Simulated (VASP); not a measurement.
# SrTiO3 (Pm-3m) in VASP: a series of runs

SrTiO3 is run at these levels: PBE; tasks: single point.

Everything below comes from runs of VASP 6.6.1. Logs are shortened: lines on timing, memory, paths and dates and some standing lists are left out, and cuts for length are marked.

**1. The cell of the first run**

It takes space group Pm-3m (No. 221, cubic). The conventional cell has a = 3.936 Å, b = 3.936 Å, c = 3.936 Å, α = 90.00°, β = 90.00°, γ = 90.00°. Within 3.7 Å of Sr (site symmetry m-3m) lie 12 O at 2.78 Å and 8 Ti at 3.41 Å. Within 2.6 Å of Ti (site symmetry m-3m) lie 6 O at 1.97 Å. Within 2.6 Å of O (site symmetry 4/mmm) lie 2 Ti at 1.97 Å.

**2. Single point, PBE**

Contents of INCAR:

```
ALGO = Normal ; EDIFF = 1E-6
ENCUT = 520 ; GGA = PE
ISIF = 2 ; ISMEAR = 0
LASPH = T ; LCHARG = F
LREAL = F ; LWAVE = F
NBANDS = 28 ; NELM = 80
PREC = Accurate ; SIGMA = 0.02
```

Contents of KPOINTS:

```
k-points
0
Gamma
  8 8 8
```

Contents of POSCAR:

```
SrTiO3
1.0
    3.9364094381      0.0000000000      0.0000000000
    0.0000000000      3.9364094381      0.0000000000
    0.0000000000      0.0000000000      3.9364094381
Sr Ti O
1 1 3
Direct
    0.0000000000      0.0000000000      0.0000000000
    0.5000000000      0.5000000000      0.5000000000
    0.0000000000      0.5000000000      0.5000000000
    0.5000000000      0.0000000000      0.5000000000
    0.5000000000      0.5000000000      0.0000000000
```

Potentials or basis: VASP PAW PBE potentials, release 64 (Sr_sv, Ti_sv, O).

The run is started by

```console
> cat potpaw_PBE.64/Sr_sv/POTCAR potpaw_PBE.64/Ti_sv/POTCAR potpaw_PBE.64/O/POTCAR > POTCAR
> mpirun -np 1 vasp_std > vasp.out
```

OUTCAR:

```text
EDIFF = 1E-6
   ENCUT = 520
   GGA = PE
   ISIF = 2
   ISMEAR = 0
   LASPH = T
   LREAL = F
   NELM = 80
   PREC = Accurate

 ion  position               nearest neighbor table
   1  0.000  0.000  0.000-   3 2.78   4 2.78   5 2.78   3 2.78   4 2.78   3 2.78   5 2.78   3 2.78
                             4 2.78   5 2.78   4 2.78   5 2.78   2 3.41   2 3.41   2 3.41   2 3.41
   2  0.500  0.500  0.500-   3 1.97   4 1.97   5 1.97   5 1.97   4 1.97   3 1.97   1 3.41   1 3.41
                             1 3.41   1 3.41   1 3.41   1 3.41   1 3.41   1 3.41
   3  0.000  0.500  0.500-   2 1.97   2 1.97   1 2.78   1 2.78   1 2.78   1 2.78
   4  0.500  0.000  0.500-   2 1.97   2 1.97   1 2.78   1 2.78   1 2.78   1 2.78
   5  0.500  0.500  0.000-   2 1.97   2 1.97   1 2.78   1 2.78   1 2.78   1 2.78

  LATTYP: Found a simple cubic cell.
 ALAT       =     3.9364094381

  Lattice vectors:

 A1 = (   3.9364094381,   0.0000000000,   0.0000000000)
 A2 = (   0.0000000000,   3.9364094381,   0.0000000000)
 A3 = (   0.0000000000,   0.0000000000,   3.9364094381)

Analysis of symmetry for initial positions (statically):
=====================================================================
 Subroutine PRICEL returns:
 Original cell was already a primitive cell.

 Routine SETGRP: Setting up the symmetry group for a
 simple cubic supercell.

 Subroutine GETGRP returns: Found 48 space group operations
 (whereof 48 operations were pure point group operations)
 out of a pool of 48 trial point group operations.

The static configuration has the point symmetry O_h .

Analysis of symmetry for dynamics (positions and initial velocities):
=====================================================================
 Subroutine PRICEL returns:
 Original cell was already a primitive cell.

 Routine SETGRP: Setting up the symmetry group for a
 simple cubic supercell.

 Subroutine GETGRP returns: Found 48 space group operations
 (whereof 48 operations were pure point group operations)
 out of a pool of 48 trial point group operations.

The dynamic configuration has the point symmetry O_h .

 Subroutine INISYM returns: Found 48 space group operations
 (whereof 48 operations are pure point group operations),
 and found     1 'primitive' translations

----------------------------------------------------------------------------------------

                                     Primitive cell

  volume of cell :      60.9959

  direct lattice vectors                    reciprocal lattice vectors
     3.936409438  0.000000000  0.000000000     0.254038615  0.000000000  0.000000000
     0.000000000  3.936409438  0.000000000     0.000000000  0.254038615  0.000000000
     0.000000000  0.000000000  3.936409438     0.000000000  0.000000000  0.254038615

  length of vectors
     3.936409438  3.936409438  3.936409438     0.254038615  0.254038615  0.254038615

  position of ions in fractional coordinates (direct lattice)
     0.000000000  0.000000000  0.000000000
     0.500000000  0.500000000  0.500000000
     0.000000000  0.500000000  0.500000000
     0.500000000  0.000000000  0.500000000
     0.500000000  0.500000000  0.000000000

  ion indices of the primitive-cell ions
   primitive index   ion index
                 1           1
                 2           2
                 3           3
                 4           4
                 5           5

----------------------------------------------------------------------------------------

 KPOINTS: k-points

Automatic generation of k-mesh.
 Grid dimensions read from file:
 generate k-points for:    8    8    8

 Generating k-lattice:

  Cartesian coordinates                     Fractional coordinates (reciprocal lattice)
     0.031754827  0.000000000  0.000000000     0.125000000  0.000000000  0.000000000
     0.000000000  0.031754827  0.000000000     0.000000000  0.125000000  0.000000000
     0.000000000  0.000000000  0.031754827     0.000000000  0.000000000  0.125000000

  Length of vectors
     0.031754827  0.031754827  0.031754827

  Shift w.r.t. Gamma in fractional coordinates (k-lattice)
     0.000000000  0.000000000  0.000000000

 Subroutine IBZKPT returns following result:
 ===========================================

 Found     35 irreducible k-points:

 Following reciprocal coordinates:
            Coordinates               Weight
  0.000000  0.000000  0.000000      1.000000
  0.125000  0.000000  0.000000      6.000000
  0.250000  0.000000  0.000000      6.000000
  0.375000  0.000000  0.000000      6.000000
  0.500000  0.000000  0.000000      3.000000
  0.125000  0.125000  0.000000     12.000000
[... 16 lines left out ...]
  0.375000  0.375000  0.125000     24.000000
  0.500000  0.375000  0.125000     24.000000
 [... further k-points ...]
   k-points           NKPTS =     35   k-points in BZ     NKDIM =     35   number of bands    NBANDS=     28
   number of dos      NEDOS =    301   number of ions     NIONS =      5
   total plane-waves  NPLWV =  27000
   dimension x,y,z NGX =    30 NGY =   30 NGZ =   30
   dimension x,y,z NGXF=    60 NGYF=   60 NGZF=   60
   ions per type =               1   1   3
   NGX,Y,Z   is equivalent  to a cutoff of  12.67, 12.67, 12.67 a.u.
   NGXF,Y,Z  is equivalent  to a cutoff of  25.34, 25.34, 25.34 a.u.
 SYSTEM =  unknown system
   PREC   = accura    normal or accurate (medium, high low for compatibility)
   ISTART =      0    job   : 0-new  1-cont  2-samecut
   ICHARG =      2    charge: 1-file 2-atom 10-const
   ISPIN  =      1    spin polarized calculation?
   LNONCOLLINEAR =      F non collinear calculations
   LSORBIT =      F    spin-orbit coupling
   LASPH  =      T    aspherical Exc in radial PAW
   ENCUT  =  520.0 eV  38.22 Ry    6.18 a.u.   7.32  7.32  7.32*2*pi/ulx,y,z
   NELM   =     80;   NELMIN=  2; NELMDL= -5     # of ELM steps
   EDIFF  = 0.1E-05   stopping-criterion for ELM
   LREAL  =      F    real-space projection
   EDIFFG = 0.1E-04   stopping-criterion for IOM
   NSW    =      0    number of steps for IOM
   IBRION =     -1    ionic relax: 0-MD 1-quasi-New 2-CG
   NFREE  =      0    steps in history (QN), initial steepest desc. (CG)
   ISIF   =      2    stress and relaxation
   ISYM   =      2    0-nonsym 1-usesym 2-fastsym
   POTIM  = 0.5000    time-step for ionic-motion
   TEBEG  =    0.0;   TEEND  =   0.0 temperature during run
   PSTRESS=    0.0 pullay stress
   NELECT =      40.0000    total number of electrons
   NUPDOWN=      -1.0000    fix difference up-down
   EMIN   =  10.00;   EMAX   =-10.00  energy-range for DOS
   EFERMI =   0.00;   METHOD = LEGACY
   ISMEAR =     0;   SIGMA  =   0.02  broadening in eV -4-tet -1-fermi 0-gaus
   EFERMI_NEDOS =   21; number of points for ismear=-14 and -15
   IALGO  =     38    algorithm
   IMIX   =      4    mixing-type and parameters
     AMIX     =   0.40;   BMIX     =  1.00
     AMIX_MAG =   1.60;   BMIX_MAG =  1.00
  volume/ion in A,a.u.               =      12.20        82.32
  Fermi-wavevector in a.u.,A,eV,Ry     =   1.422311  2.687778 27.524158  2.022969
  Thomas-Fermi vector in A             =   2.543028
   LORBIT       =      0    0 simple, 1 ext, 2 COOP (PROOUT), +10 PAW based schemes
   GGA     = PE    functional components
   LHFCALC =     F    Hartree Fock is set to
   AEXX    =    0.0000 exact exchange contribution
   IVDW    =     0    specifies the selected vdW correction
   LEPSILON=     F    determine dielectric tensor
   LRPA    =     F    only Hartree local field effects (RPA)
 non-spin polarized calculation
 Gauss-broadening in eV      SIGMA  =   0.02
  energy-cutoff  :      520.00
  volume of cell :       61.00
 maximum number of plane-waves:      1671
 NGX is ok and might be reduce to    30
   NGX = 15   NGY = 15   NGZ = 15

 number of electron      39.9999990 magnetization

 Free energy of the ion-electron system (eV)
  ---------------------------------------------------
  ext. energy  EPLUGINS =         0.00000000
  ---------------------------------------------------
  free energy    TOTEN  =       -40.10326540 eV

  energy without entropy =      -40.10326540  energy(sigma->0) =      -40.10326540

 E-fermi :   4.1506     XC(G=0): -11.1445

 val. band max:        3.9700159966   @ k =   0.5000   0.5000   0.5000
 cond. band min:       5.7804503932   @ k =   0.0000   0.0000   0.0000
 fundamental gap:      1.8104343966
 Fermi energy:         4.1506497480

 k-point     1 :       0.0000    0.0000    0.0000
  band No.  band energies     occupation
      1     -52.5942      2.00000
      2     -28.8942      2.00000
      3     -28.8251      2.00000
      4     -28.8251      2.00000
      5     -28.8251      2.00000
      6     -13.3710      2.00000
[... 20 lines left out ...]
     27       9.3472      0.00000
     28       9.9713      0.00000

 k-point     2 :       0.1250    0.0000    0.0000
  band No.  band energies     occupation
      1     -52.5940      2.00000
      2     -28.9112      2.00000
      3     -28.8247      2.00000
      4     -28.8247      2.00000
      5     -28.8143      2.00000
      6     -13.3766      2.00000
[... 20 lines left out ...]
     27       9.6149      0.00000
     28      10.3395      0.00000

 k-point     3 :       0.2500    0.0000    0.0000
  band No.  band energies     occupation
      1     -52.5935      2.00000
      2     -28.9439      2.00000
      3     -28.8238      2.00000
      4     -28.8238      2.00000
      5     -28.7967      2.00000
      6     -13.4362      2.00000
[... 20 lines left out ...]
     27      10.2568      0.00000
     28      11.3495      0.00000

 k-point     4 :       0.3750    0.0000    0.0000
  band No.  band energies     occupation
      1     -52.5930      2.00000
      2     -28.9720      2.00000
      3     -28.8229      2.00000
      4     -28.8229      2.00000
      5     -28.7833      2.00000
      6     -13.5343      2.00000
[... 578 lines left out ...]
     27      11.9894      0.00000
     28      12.2490      0.00000

 k-point    23 :       0.3750    0.3750    0.1250
  band No.  band energies     occupation
      1     -52.5917      2.00000
      2     -28.9164      2.00000
      3     -28.8771      2.00000
      4     -28.8317      2.00000
      5     -28.8183      2.00000
      6     -12.9784      2.00000
[... 20 lines left out ...]
     27      12.0375      0.00000
     28      12.4836      0.00000

 k-point    24 :       0.5000    0.3750    0.1250
  band No.  band energies     occupation
      1     -52.5915      2.00000
      2     -28.9105      2.00000
      3     -28.8768      2.00000
      4     -28.8324      2.00000
      5     -28.8298      2.00000
      6     -12.8923      2.00000
[... 20 lines left out ...]
     27      12.0930      0.00000
     28      12.5842      0.00000

 [... further k-points ...]
[... 5 lines left out ...]
  --------------------------------------------------------------------------------------
  -------------------------------------------------------------------------------------
  Total        0.2531052      0.2531052      0.2531052      0.0000000      0.0000000     -0.0000000
  in kB        6.6483047      6.6483047      6.6483047      0.0000000      0.0000000     -0.0000000
  external PRESSURE =       6.6483047 kB  Pullay stress =       0.0000000 kB

 VOLUME and BASIS-vectors are now :
 -----------------------------------------------------------------------------
  energy-cutoff  :      520.00
  volume of cell :       61.00
      direct lattice vectors                 reciprocal lattice vectors
     3.936409438  0.000000000  0.000000000     0.254038615  0.000000000  0.000000000
     0.000000000  3.936409438  0.000000000     0.000000000  0.254038615  0.000000000
     0.000000000  0.000000000  3.936409438     0.000000000  0.000000000  0.254038615

 POSITION                                       TOTAL-FORCE (eV/Angst)
 -----------------------------------------------------------------------------------
      0.00000      0.00000      0.00000         0.000000      0.000000      0.000000
      1.96820      1.96820      1.96820         0.000000      0.000000      0.000000
      0.00000      1.96820      1.96820         0.000000      0.000000      0.000000
      1.96820      0.00000      1.96820         0.000000      0.000000      0.000000
      1.96820      1.96820      0.00000         0.000000      0.000000      0.000000
 -----------------------------------------------------------------------------------
    total drift:                                0.000000      0.000000     -0.000000

  FREE ENERGIE OF THE ION-ELECTRON SYSTEM (eV)
  ---------------------------------------------------
  free  energy   TOTEN  =       -40.1032653978 eV

  energy  without entropy=      -40.1032653978  energy(sigma->0) =      -40.10326540
```

Run time: 29 s. Hardware: 1 thread of AMD EPYC 9R45 (Zen 5), shared host; peak memory 0.18 GiB.

Results:

```yaml
Free_energy: -40.1033 eV
Pressure: 0.7 GPa
Band_gap_on_the_k_mesh: 1.81 eV, indirect (least direct gap 2.18 eV)
```

Levels at points of the mesh, in eV from the valence-band top:
| k point | band 17 | band 18 | band 19 | band 20 | band 21 | band 22 | band 23 | band 24 |
| --- | --- | --- | --- | --- | --- | --- | --- | --- |
| (0.00, 0.00, 0.00) | -1.13 | -0.37 | -0.37 | -0.37 | 1.81 | 1.81 | 1.81 | 4.14 |
| (0.50, 0.00, 0.00) | -2.29 | -1.91 | -0.73 | -0.73 | 1.97 | 3.66 | 3.66 | 4.15 |
| (0.50, 0.50, 0.00) | -1.74 | -1.54 | -1.54 | -0.09 | 3.66 | 3.66 | 4.11 | 5.08 |
| (0.50, 0.50, 0.50) | -3.67 | 0.00 | 0.00 | 0.00 | 4.31 | 4.31 | 4.31 | 6.85 |

A k mesh can miss the band edges. As with any semilocal functional, this PBE gap is likely too small.

**3. Single point, PBE**

Contents of INCAR:

```
PREC = Accurate
ENCUT = 520
EDIFF = 1E-7
ISMEAR = 0
SIGMA = 0.05
LREAL = F
LASPH = T
NELM = 80
ALGO = Normal
ISIF = 2
LWAVE = F
LCHARG = F
GGA = PE
NBANDS = 28
```

Contents of KPOINTS:

```
regular mesh
0
Gamma
  8 8 8
```

POSCAR is that of step 2.

Potentials or basis: VASP PAW PBE potentials, release 64 (Sr_sv, Ti_sv, O).

The run is started by

```console
> cat potpaw_PBE.64/Sr_sv/POTCAR potpaw_PBE.64/Ti_sv/POTCAR potpaw_PBE.64/O/POTCAR > POTCAR
> mpirun -np 1 vasp_std > vasp.out
```

Wall time 33 s (1 thread of AMD EPYC 9R45 (Zen 5), shared host); peak memory 0.17 GiB.

Results (log left out):

```
Free energy            : -40.1033 eV
Pressure               : 0.6 GPa
Band gap on the k mesh : 1.81 eV, indirect (least direct gap 2.18 eV)
```

Levels at points of the mesh, in eV from the valence-band top:
```tsv
k point	band 16	band 17	band 18	band 19	band 20	band 21	band 22	band 23	band 24	band 25
(0.00, 0.00, 0.00)	-1.13	-1.13	-0.37	-0.37	-0.37	1.81	1.81	1.81	4.14	4.14
(0.50, 0.00, 0.00)	-2.29	-2.29	-1.91	-0.73	-0.73	1.97	3.66	3.66	4.15	6.28
(0.50, 0.50, 0.00)	-2.77	-1.74	-1.54	-1.54	-0.09	3.66	3.66	4.11	5.08	7.77
(0.50, 0.50, 0.50)	-3.67	-3.67	0.00	0.00	0.00	4.31	4.31	4.31	6.85	6.85
```
